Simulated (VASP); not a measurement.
## Ru: relaxation of the atoms with LDA

Ru, a slab with vacuum:

```xyz
2
Lattice="2.6752 0.0000 0.0000 0.0000 4.2244 0.0000 0.0000 0.0000 16.7723" Properties=species:S:1:pos:R:3 pbc="T T T"
Ru    2.0064    3.1683    8.0000
Ru    0.6688    1.0561    8.7723
```

```yaml
Program: VASP 6.6.1
Task: relaxation of the atoms
Functional: LDA
Potentials_or_basis: VASP PAW LDA potentials, release 64 (Ru_pv)
Cutoff: 520 eV
k_mesh: 14 × 9 × 1
Occupations: fermi-dirac, width 0.1 eV
Spin: no spin polarisation
Dipole_correction: yes
Further_INCAR_settings: ALGO = Normal; EDIFF = 1e-06; IBRION = 2; EDIFFG = -0.01; NSW = 60
```

```json
{
  "Energy gained by relaxing": "7.0 meV/atom",
  "Ionic steps": "3",
  "Largest force after relaxing": "0.003 eV/Å",
  "Band gap on the k mesh": "zero (bands 14 and 15 overlap by 0.54 eV)"
}
```

Forces in eV/Å, atoms in the order of the input:
```
Ru   0.000  0.000 -0.003
Ru   0.000  0.000  0.003
```

Step by step:
| step | energy change (eV) | largest force (eV/Å) | pressure (GPa) |
| --- | --- | --- | --- |
| 1 | 0.0000 | 0.3887 | -5.11 |
| 2 | -0.0107 | 0.1859 | -4.90 |
| 3 | -0.0141 | 0.0035 | -4.69 |

Final structure:
```
Ru
1.0
     2.67522    0.00000    0.00000
     0.00000    4.22445    0.00000
     0.00000    0.00000   16.77230
Ru
2
Direct
  0.75000 0.75000 0.47921
  0.25000 0.25000 0.52079
```

Levels at points of the mesh, in eV from the Fermi level:
| k point | band 12 | band 13 | band 14 | band 15 | band 16 | band 17 |
| --- | --- | --- | --- | --- | --- | --- |
| (0.00, 0.00, 0.00) | -1.35 | -1.03 | -0.52 | 0.31 | 0.67 | 1.17 |
| (0.50, 0.00, 0.00) | -0.47 | 0.14 | 0.14 | 0.51 | 0.51 | 4.94 |

Wall time 7.1 min on 1 thread of Oxide Virtual Turin-like Processor, with other jobs on the host, peak memory 0.25 GiB.
